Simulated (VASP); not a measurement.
Runs of VASP 6.6.1 on GaSb. The structure is that of space group F-43m (No. 216), or close to it. The cells are those of the table. 

| task | cell | cutoff (eV) | gap on the mesh (eV) | pressure (GPa) |
| --- | --- | --- | --- | --- |
| single point | a = 4.138 Å, angles 60.0°, 2 atoms | 520 | 0.59 | 7.3 |
| relaxation of cell and atoms | relaxed to 2 GPa from a = 4.278 Å, angles 60.0°, 2 atoms | 600 | (b) | 2.0 |
| single point | a = 4.190 Å, angles 60.0°, 2 atoms | 520 | 0.51 | 4.3 |
| single point | a = 4.032 Å, angles 60.0°, 2 atoms | 520 | 0.43 | 15.4 |
| single point | a = 4.230 Å, angles 60.0°, 2 atoms | 520 | 0.37 | 2.2 |
| single point | a = 4.094 Å, angles 60.0°, 2 atoms | 520 | 0.53 | 10.4 |
| single point | a = 4.253 Å, angles 60.0°, 2 atoms | 520 | (a) | 1.2 |
| relaxation of cell and atoms | relaxed to 1 GPa from a = 4.278 Å, angles 60.0°, 2 atoms | 600 | 0.22 | 1.0 |

Alike in all rows: level LDA; potentials or basis VASP PAW LDA potentials, release 64 (Ga_d, Sb); no spin polarisation; k mesh 14 × 14 × 14; smearing fermi-dirac 0.1 eV.

Question: Estimate the missing entries.

Answer: (a) 0.24; (b) 0.34.

Caveats: spin-orbit coupling is left out, which moves the levels of the heavy elements; the cell is relaxed towards a set pressure, so the enthalpy falls and the energy may rise (some runs).

A k mesh can miss the band edges, and the runs leave out spin-orbit coupling on Ga, Sb.
